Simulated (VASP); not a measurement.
A run of VASP 6.6.1 is set up as follows.

File INCAR:

```
SYSTEM = Mo
ALGO     = Normal         ! electronic algorithm
EDIFF    = 1E-6           ! SCF threshold, eV
ENCUT    = 500            ! plane-wave cutoff, eV
GGA      = PE             ! functional
GGA_COMPAT= .FALSE.      
ISIF     = 2              ! what is computed and relaxed
ISMEAR   = 1              ! smearing method
LASPH    = .TRUE.         ! aspherical terms in the spheres
LCHARG   = .TRUE.         ! write CHGCAR
LELF     = .TRUE.         ! ELF
LREAL    = .FALSE.        ! projectors in reciprocal space
LVHAR    = .TRUE.       
LWAVE    = .FALSE.        ! write WAVECAR
NBANDS   = 13             ! bands
NELM     = 120            ! most SCF steps
PREC     = Accurate       ! precision mode
SIGMA    = 0.01           ! smearing width, eV
```

The input KPOINTS:

```
k-points
0
G
  10 10 10
  0 0 0
```

The input POSCAR:

```
Mo
1.0
   -1.6242050179      1.6242050179      1.6242050179
    1.6242050179     -1.6242050179      1.6242050179
    1.6242050179      1.6242050179     -1.6242050179
Mo
1
Direct
    0.0000000000      0.0000000000      0.0000000000
```

Potentials or basis: VASP PAW PBE potentials, release 64 (Mo_sv).

Run with:

```sh
$ cat potpaw_PBE.64/Mo_sv/POTCAR > POTCAR
$ mpirun -np 1 vasp_std > vasp.out
```

Problem. What does it give for the band gap on the k mesh?

Solution. Zero (band 7 reaches 14.65 eV, above the bottom of band 8 at 9.97 eV).

Problem. What does it give for the pressure?

Solution. -17.6 GPa.
